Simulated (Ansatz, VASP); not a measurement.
**One calculation of TaNbO, two programs**

```
CELL_PARAMETERS angstrom
3.89514 0.00000 0.00000
0.00000 3.89514 0.00000
0.00000 0.00000 3.90186
ATOMIC_POSITIONS crystal
Ta 0.00000 0.00000 0.00000
Nb 0.50000 0.50000 0.00000
O 0.00000 0.00000 0.50000
```

Alike in both runs: task single point; functional PBE; k mesh 12 × 12 × 12; occupations gaussian, width 0.1 eV; no spin polarisation.

```csv
,VASP,Ansatz
version,VASP 6.6.1,Ansatz 0.2.0
potentials or method,"VASP PAW PBE potentials, release 64 (Ta_pv, Nb_sv, O), cutoff 520 eV","scalar-relativistic, plane waves, PAW"
valence electrons in the cell,30,32
```

|  | VASP | Ansatz | Ansatz less VASP |
| --- | --- | --- | --- |
| gap on the k mesh at the Fermi level (eV) | none | none | - |
| pressure (GPa) | 0.2 | 0.0 | -0.18 |
| traceless stress, the component that is largest in VASP (GPa) | 0.42 | -0.03 | -0.450 |

A gap of «none» marks a metal or a gap that the smearing closes. The functional is the same, so the differences come from potentials, cutoffs and numerics. VASP's potentials hold 30 valence electrons a cell and Ansatz's 32, so a difference there can come from the potentials and not from the codes.

Neither program's run includes spin-orbit coupling.
